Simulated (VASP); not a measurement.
# Ti2O in VASP: further runs, part 2 of 2

VASP 6.6.1. Earlier steps stand in the parts before.

### 4 Single point, r2SCAN

Input file POSCAR:

```
Ti2O
1.0
    2.9193980238      0.0000000000      0.0000000000
   -1.4596990119      2.5282728524      0.0000000000
    0.0000000000      0.0000000000      4.7130000000
Ti O
2 1
Direct
    0.6666666667      0.3333333333      0.2787400000
    0.3333333333      0.6666666667      0.7212600000
    0.0000000000      0.0000000000      0.0000000000
```

Input file INCAR.step1:

```
SYSTEM = Ti2O
  PREC = Accurate
  ENCUT = 660
  ISMEAR = 0
  SIGMA = 0.1
  LREAL = .FALSE.
  LASPH = .TRUE.
  NELM = 120
  NBANDS = 22
  GGA = PE
  ALGO = Normal
  EDIFF = 1E-5
  LWAVE = .TRUE.
  LCHARG = .FALSE.
  GGA_COMPAT = .FALSE.
```

Input file INCAR.step2:

```
SYSTEM = Ti2O
  PREC = Accurate
  ENCUT = 660
  EDIFF = 1E-6
  ISMEAR = 0
  SIGMA = 0.1
  LREAL = .FALSE.
  LASPH = .TRUE.
  NELM = 120
  ALGO = Normal
  ISIF = 2
  LWAVE = .FALSE.
  LCHARG = .TRUE.
  METAGGA = R2SCAN
  LMIXTAU = .TRUE.
  LELF = .TRUE.
  LVHAR = .TRUE.
  NBANDS = 22
  ISTART = 1
  GGA_COMPAT = .FALSE.
```

Input file KPOINTS:

```
regular mesh
0
G
  3 3 2
  0 0 0
```

Command:

```bash
cat potpaw_PBE.64/Ti_sv/POTCAR potpaw_PBE.64/O/POTCAR > POTCAR
cp INCAR.step1 INCAR
mpirun -np 1 vasp_std > vasp.out
cp INCAR.step2 INCAR
mpirun -np 1 vasp_std > vasp.out
```

Wall time 76 s (1 thread of Intel Xeon 8259CL, shared host); peak memory 0.16 GiB.

Results (log left out):

```yaml
Free_energy: -37.6940 eV
Pressure: 11.2 GPa
Largest_force: 1.115 eV/Å
Band_gap_on_the_k_mesh: zero (bands 15 and 16 overlap by 0.28 eV)
```

Forces on the atoms (eV/Å):
```
Ti   0.000  0.000 -1.115
Ti   0.000  0.000  1.115
O    0.000  0.000  0.000
```

Stress tensor (GPa, compression positive):
```
 7.82  0.00  0.00
 0.00  7.82  0.00
 0.00  0.00 17.93
```

Levels at points of the mesh, in eV from the Fermi level:
| k point | band 11 | band 12 | band 13 | band 14 | band 15 | band 16 | band 17 | band 18 | band 19 | band 20 |
| --- | --- | --- | --- | --- | --- | --- | --- | --- | --- | --- |
| (0.00, 0.00, 0.00) | -6.36 | -6.36 | -4.25 | -0.77 | 0.23 | 0.30 | 0.30 | 0.81 | 0.81 | 1.33 |
| (0.00, 0.00, 0.50) | -6.45 | -6.45 | -2.36 | -2.12 | -0.04 | -0.04 | 1.25 | 1.85 | 1.85 | 2.30 |

Caveat: the k points lie up to 0.83 Å⁻¹ apart; the PAW data sets were made with another functional, which shifts forces and pressure a little.

### 5 Single point, r2SCAN

POSCAR is that of step 4.

Input file INCAR.step1:

```
  PREC = Accurate
  ENCUT = 660
  ISMEAR = 0
  SIGMA = 0.1
  LREAL = F
  LASPH = T
  NELM = 120
  NBANDS = 22
  GGA = PE
  ALGO = Normal
  EDIFF = 1E-5
  LWAVE = T
  LCHARG = F
  GGA_COMPAT = F
```

Input file INCAR.step2:

```
  PREC = Accurate
  ENCUT = 660
  EDIFF = 1E-6
  ISMEAR = 0
  SIGMA = 0.1
  LREAL = F
  LASPH = T
  NELM = 120
  ALGO = Normal
  ISIF = 2
  LWAVE = F
  LCHARG = F
  METAGGA = R2SCAN
  LMIXTAU = T
  NBANDS = 22
  ISTART = 1
  GGA_COMPAT = F
```

Input file KPOINTS:

```
regular mesh
0
Gamma
  6 6 2
```

Command:

```bash
cat potpaw_PBE.64/Ti_sv/POTCAR potpaw_PBE.64/O/POTCAR > POTCAR
cp INCAR.step1 INCAR
mpirun -np 1 vasp_std > vasp.out
cp INCAR.step2 INCAR
mpirun -np 1 vasp_std > vasp.out
```

Run time: 93 s. Hardware: 1 thread of Intel Xeon 8259CL, shared host; peak memory 0.17 GiB.

Results (log left out):

```
Free energy            : -37.7949 eV
Pressure               : 9.7 GPa
Largest force          : 0.992 eV/Å
Band gap on the k mesh : zero (bands 15 and 16 overlap by 0.85 eV)
```

Forces on the atoms (eV/Å):
```
Ti   0.000  0.000 -0.992
Ti   0.000  0.000  0.992
O    0.000  0.000  0.000
```

Stress tensor (GPa, compression positive):
```
 6.78  0.00  0.00
 0.00  6.78  0.00
 0.00  0.00 15.53
```

Levels at points of the mesh, in eV from the Fermi level:
```csv
k point,band 11,band 12,band 13,band 14,band 15,band 16,band 17,band 18,band 19,band 20
"(0.00, 0.00, 0.00)",-6.23,-6.23,-4.11,-0.62,0.41,0.46,0.46,0.98,0.98,1.50
"(0.50, 0.00, 0.00)",-7.38,-6.76,-2.96,-1.66,-0.72,1.30,1.74,3.10,3.21,3.22
"(0.00, 0.00, 0.50)",-6.32,-6.32,-2.20,-1.98,0.13,0.13,1.42,2.02,2.02,2.47
"(0.50, 0.00, 0.50)",-7.40,-6.66,-1.78,-1.66,-0.82,-0.44,0.85,3.08,3.18,3.34
```

Caveat: the k points lie up to 0.67 Å⁻¹ apart, too coarse for converged energies and pressures of a metal; the PAW data sets were made with another functional, which shifts forces and pressure a little.

### 6 Single point, r2SCAN

This run uses another cell than the first one, of 11.74 Å³/atom.

Input file POSCAR:

```
Ti2O
1.0
    2.9432780955      0.0201131738     -0.0466091727
   -1.4542205283      2.5333845928      0.0388784197
   -0.0752446324      0.0290314697      4.7072549871
Ti O
2 1
Direct
    0.6755482196      0.3348340732      0.2828520726
    0.3249469338      0.6615028209      0.7101950052
    0.0014606901     -0.0158981989     -0.0027680215
```

Input file INCAR.step1:

```
SYSTEM = Ti2O
  PREC = Accurate
  ENCUT = 660
  ISMEAR = 0
  SIGMA = 0.1
  LREAL = .FALSE.
  LASPH = .TRUE.
  NELM = 120
  NBANDS = 22
  GGA = PE
  ALGO = Normal
  EDIFF = 1E-5
  LWAVE = .TRUE.
  LCHARG = .FALSE.
  GGA_COMPAT = .FALSE.
```

Input file INCAR.step2:

```
SYSTEM = Ti2O
  PREC = Accurate
  ENCUT = 660
  EDIFF = 1E-6
  ISMEAR = 0
  SIGMA = 0.1
  LREAL = .FALSE.
  LASPH = .TRUE.
  NELM = 120
  ALGO = Normal
  ISIF = 2
  LWAVE = .FALSE.
  LCHARG = .FALSE.
  METAGGA = R2SCAN
  LMIXTAU = .TRUE.
  NBANDS = 22
  ISTART = 1
  GGA_COMPAT = .FALSE.
```

Input file KPOINTS:

```
Automatic mesh
0
G
  4 4 2
  0 0 0
```

Potentials or basis: VASP PAW PBE potentials, release 64 (Ti_sv, O).

Command:

```bash
cat potpaw_PBE.64/Ti_sv/POTCAR potpaw_PBE.64/O/POTCAR > POTCAR
cp INCAR.step1 INCAR
mpirun -np 1 vasp_std > vasp.out
cp INCAR.step2 INCAR
mpirun -np 1 vasp_std > vasp.out
```

OUTCAR:

```text
SYSTEM = Ti2O
   PREC = Accurate
   ENCUT = 660
   EDIFF = 1E-6
   ISMEAR = 0
   LREAL = .FALSE.
   LASPH = .TRUE.
   NELM = 120
   ISIF = 2
   METAGGA = R2SCAN
   ISTART = 1

 ion  position               nearest neighbor table
   1  0.676  0.335  0.283-   3 2.12   3 2.17   3 2.21   2 2.58   2 2.63   2 2.69
   2  0.325  0.662  0.710-   3 2.16   3 2.17   3 2.18   1 2.58   1 2.63   1 2.69
   3  0.001  0.984  0.997-   1 2.12   2 2.16   1 2.17   2 2.17   2 2.18   1 2.21

  LATTYP: Found a triclinic cell.
 ALAT       =     2.9437158324
 B/A-ratio  =     0.9924033716
 C/A-ratio  =     1.5993207614
 COS(alpha) =     0.0266098687
 COS(beta)  =     0.0317690915
 COS(gamma) =     0.4920014989

  Lattice vectors:

 A1 = (   2.9432780955,   0.0201131738,  -0.0466091727)
 A2 = (   1.4542205283,  -2.5333845928,  -0.0388784197)
 A3 = (   0.0752446324,  -0.0290314697,  -4.7072549871)

Analysis of symmetry for initial positions (statically):
=====================================================================
 Subroutine PRICEL returns:
 Original cell was already a primitive cell.

 Routine SETGRP: Setting up the symmetry group for a
 triclinic supercell.

 Subroutine GETGRP returns: Found  1 space group operations
 (whereof  1 operations were pure point group operations)
 out of a pool of  2 trial point group operations.

The static configuration has the point symmetry C_1 .

Analysis of symmetry for dynamics (positions and initial velocities):
=====================================================================
 Subroutine PRICEL returns:
 Original cell was already a primitive cell.

 Routine SETGRP: Setting up the symmetry group for a
 triclinic supercell.

 Subroutine GETGRP returns: Found  1 space group operations
 (whereof  1 operations were pure point group operations)
 out of a pool of  2 trial point group operations.

The dynamic configuration has the point symmetry C_1 .

 Subroutine INISYM returns: Found  1 space group operations
 (whereof  1 operations are pure point group operations),
 and found     1 'primitive' translations

----------------------------------------------------------------------------------------

                                     Primitive cell

  volume of cell :      35.2268

  direct lattice vectors                    reciprocal lattice vectors
     2.943278096  0.020113174 -0.046609173     0.338496581  0.194240104  0.004212853
    -1.454220528  2.533384593  0.038878420    -0.002726075  0.393201910 -0.002468605
    -0.075244632  0.029031470  4.707254987     0.003374160 -0.001324275  0.212500138

  length of vectors
     2.943715832  2.921353517  4.707945847     0.390290791  0.393219109  0.212531050

  position of ions in fractional coordinates (direct lattice)
     0.675548220  0.334834073  0.282852073
     0.324946934  0.661502821  0.710195005
     0.001460690  0.984101801  0.997231978

  ion indices of the primitive-cell ions
   primitive index   ion index
                 1           1
                 2           2
                 3           3

----------------------------------------------------------------------------------------

 KPOINTS: Automatic mesh

Automatic generation of k-mesh.
 Grid dimensions read from file:
 generate k-points for:    4    4    2

 Generating k-lattice:

  Cartesian coordinates                     Fractional coordinates (reciprocal lattice)
     0.084624145  0.048560026  0.001053213     0.250000000  0.000000000  0.000000000
    -0.000681519  0.098300478 -0.000617151    -0.000000000  0.250000000  0.000000000
     0.001687080 -0.000662137  0.106250069     0.000000000  0.000000000  0.500000000

  Length of vectors
     0.097572698  0.098304777  0.106265525

  Shift w.r.t. Gamma in fractional coordinates (k-lattice)
     0.000000000  0.000000000  0.000000000

 Subroutine IBZKPT returns following result:
 ===========================================

 Found     20 irreducible k-points:

 Following reciprocal coordinates:
            Coordinates               Weight
  0.000000  0.000000  0.000000      1.000000
  0.250000  0.000000  0.000000      2.000000
  0.500000  0.000000  0.000000      1.000000
  0.000000  0.250000 -0.000000      2.000000
  0.250000  0.250000  0.000000      2.000000
  0.500000  0.250000  0.000000      2.000000
[... 12 lines left out ...]
  0.250000  0.500000  0.500000      2.000000
  0.500000  0.500000  0.500000      1.000000
   k-points           NKPTS =     20   k-points in BZ     NKDIM =     20   number of bands    NBANDS=     22
   number of dos      NEDOS =    301   number of ions     NIONS =      3
   total plane-waves  NPLWV =  26880
   dimension x,y,z NGX =    28 NGY =   24 NGZ =   40
   dimension x,y,z NGXF=    56 NGYF=   48 NGZF=   80
   ions per type =               2   1
   NGX,Y,Z   is equivalent  to a cutoff of  15.81, 13.66, 14.12 a.u.
   NGXF,Y,Z  is equivalent  to a cutoff of  31.63, 27.32, 28.25 a.u.
 SYSTEM =  Ti2O
   PREC   = accura    normal or accurate (medium, high low for compatibility)
   ISTART =      1    job   : 0-new  1-cont  2-samecut
   ICHARG =      0    charge: 1-file 2-atom 10-const
   ISPIN  =      1    spin polarized calculation?
   LNONCOLLINEAR =      F non collinear calculations
   LSORBIT =      F    spin-orbit coupling
   LASPH  =      T    aspherical Exc in radial PAW
   ENCUT  =  660.0 eV  48.51 Ry    6.96 a.u.   6.17  6.12  9.86*2*pi/ulx,y,z
   NELM   =    120;   NELMIN=  2; NELMDL=  0     # of ELM steps
   EDIFF  = 0.1E-05   stopping-criterion for ELM
   LREAL  =      F    real-space projection
   EDIFFG = 0.1E-04   stopping-criterion for IOM
   NSW    =      0    number of steps for IOM
   IBRION =     -1    ionic relax: 0-MD 1-quasi-New 2-CG
   NFREE  =      0    steps in history (QN), initial steepest desc. (CG)
   ISIF   =      2    stress and relaxation
   ISYM   =      2    0-nonsym 1-usesym 2-fastsym
   POTIM  = 0.5000    time-step for ionic-motion
   TEBEG  =    0.0;   TEEND  =   0.0 temperature during run
   PSTRESS=    0.0 pullay stress
   NELECT =      30.0000    total number of electrons
   NUPDOWN=      -1.0000    fix difference up-down
   EMIN   =  10.00;   EMAX   =-10.00  energy-range for DOS
   EFERMI =   0.00;   METHOD = LEGACY
   ISMEAR =     0;   SIGMA  =   0.10  broadening in eV -4-tet -1-fermi 0-gaus
   EFERMI_NEDOS =   21; number of points for ismear=-14 and -15
   IALGO  =     38    algorithm
   IMIX   =      4    mixing-type and parameters
     AMIX     =   0.40;   BMIX     =  1.00
     AMIX_MAG =   1.60;   BMIX_MAG =  1.00
  volume/ion in A,a.u.               =      11.74        79.24
  Fermi-wavevector in a.u.,A,eV,Ry     =   1.551758  2.932398 32.762204  2.407954
  Thomas-Fermi vector in A             =   2.656232
   LORBIT       =      0    0 simple, 1 ext, 2 COOP (PROOUT), +10 PAW based schemes
   METAGGA = R2SCAN    functional components
   LHFCALC =     F    Hartree Fock is set to
   AEXX    =    0.0000 exact exchange contribution
   IVDW    =     0    specifies the selected vdW correction
   LEPSILON=     F    determine dielectric tensor
   LRPA    =     F    only Hartree local field effects (RPA)
 non-spin polarized calculation
 Gauss-broadening in eV      SIGMA  =   0.10
  energy-cutoff  :      660.00
  volume of cell :       35.23
 maximum number of plane-waves:      1366
 NGX is ok and might be reduce to    28
   NGX = 13   NGY = 13   NGZ = 19

 number of electron      30.0000000 magnetization

 Free energy of the ion-electron system (eV)
  ---------------------------------------------------
  ext. energy  EPLUGINS =         0.00000000
  ---------------------------------------------------
  free energy    TOTEN  =       -37.67491292 eV

  energy without entropy =      -37.67229000  energy(sigma->0) =      -37.67360146

 E-fermi :  10.2136     XC(G=0): -13.3001

 val. band max:       10.1519740469   @ k =   0.0000   0.5000   0.5000
 cond. band min:      10.2780197594   @ k =   0.5000   0.5000   0.5000
 fundamental gap:      0.1260457125
 Fermi energy:        10.2136091442

 k-point     1 :       0.0000    0.0000    0.0000
  band No.  band energies     occupation
      1     -49.2610      2.00000
      2     -49.0431      2.00000
      3     -24.9488      2.00000
      4     -24.2105      2.00000
      5     -24.1588      2.00000
      6     -24.0412      2.00000
[... 474 lines left out ...]
      6     -24.2445      2.00000
[... 14 lines left out ...]
     21      13.7451      0.00000
     22      15.0478      0.00000

------------------------ aborting loop because EDIFF is reached ----------------------------------------

  FORCE on cell =-STRESS in cart. coord.  units (eV):
  Direction    XX          YY          ZZ          XY          YZ          ZX
  --------------------------------------------------------------------------------------
  -------------------------------------------------------------------------------------
  Total        0.2806005      0.5150458      4.2702516     -0.1732687     -0.3502349      0.8441712
  in kB       12.7621984     23.4251822    194.2184992     -7.8805647    -15.9292942     38.3943810
  external PRESSURE =      76.8019599 kB  Pullay stress =       0.0000000 kB

 VOLUME and BASIS-vectors are now :
 -----------------------------------------------------------------------------
  energy-cutoff  :      660.00
  volume of cell :       35.23
      direct lattice vectors                 reciprocal lattice vectors
     2.943278096  0.020113174 -0.046609173     0.338496581  0.194240104  0.004212853
    -1.454220528  2.533384593  0.038878420    -0.002726075  0.393201910 -0.002468605
    -0.075244632  0.029031470  4.707254987     0.003374160 -0.001324275  0.212500138

 POSITION                                       TOTAL-FORCE (eV/Angst)
 -----------------------------------------------------------------------------------
      1.48012      0.87006      1.31299         0.022017     -0.237689     -2.236875
     -0.05900      1.70299      3.35364         0.146960     -0.030997      2.301774
     -1.50184      2.52209      4.73242        -0.168976      0.268686     -0.064899
 -----------------------------------------------------------------------------------
    total drift:                                0.000712      0.000103      0.000965

  FREE ENERGIE OF THE ION-ELECTRON SYSTEM (eV)
  ---------------------------------------------------
  free  energy   TOTEN  =       -37.6749129213 eV

  energy  without entropy=      -37.6722899978  energy(sigma->0) =      -37.67360146
```

It took 2.5 min on 1 thread of Intel Xeon 8259CL, shared host; peak memory 0.18 GiB.

What came out:

- Free energy: -37.6749 eV
- Pressure: 7.7 GPa
- Largest force: 2.307 eV/Å
- Band gap on the k mesh: zero (bands 15 and 16 overlap by 0.59 eV)

Forces on the atoms (eV/Å):
```
Ti   0.022 -0.238 -2.237
Ti   0.147 -0.031  2.302
O   -0.169  0.269 -0.065
```

Caveat: the k points lie up to 0.67 Å⁻¹ apart, too coarse for converged energies and pressures of a metal; the PAW data sets were made with another functional, which shifts forces and pressure a little.

### 7 The runs side by side

```tsv
cell	k mesh	gap on the mesh (eV)	pressure (GPa)	largest force (eV/Å)
a = 2.919, b = 2.919, c = 4.713 Å, angles 90.0, 90.0, 120.0°, 3 atoms, atomic positions A	1 × 1 × 1	-	70.9	3.34
a = 2.944, b = 2.921, c = 4.708 Å, angles 88.5, 91.8, 119.5°, 3 atoms, atomic positions B	1 × 1 × 1	-	64.6	2.10
a = 2.919, b = 2.919, c = 4.713 Å, angles 90.0, 90.0, 120.0°, 3 atoms, atomic positions A	3 × 3 × 2	none	11.2	1.12
a = 2.919, b = 2.919, c = 4.713 Å, angles 90.0, 90.0, 120.0°, 3 atoms, atomic positions A	6 × 6 × 2	none	9.7	0.99
a = 2.944, b = 2.921, c = 4.708 Å, angles 88.5, 91.8, 119.5°, 3 atoms, atomic positions B	4 × 4 × 2	none	7.7	2.31
```

Alike in all rows: task single point; level r2SCAN; potentials or basis VASP PAW PBE potentials, release 64 (Ti_sv, O); no spin polarisation; cutoff (eV) 660; smearing gaussian 0.1 eV.

Caveats: all runs use coarse meshes; the PAW data sets were made with another functional, which shifts forces and pressure a little.

Total energies depend on the potentials used, so only differences within one code and one set of settings carry meaning.
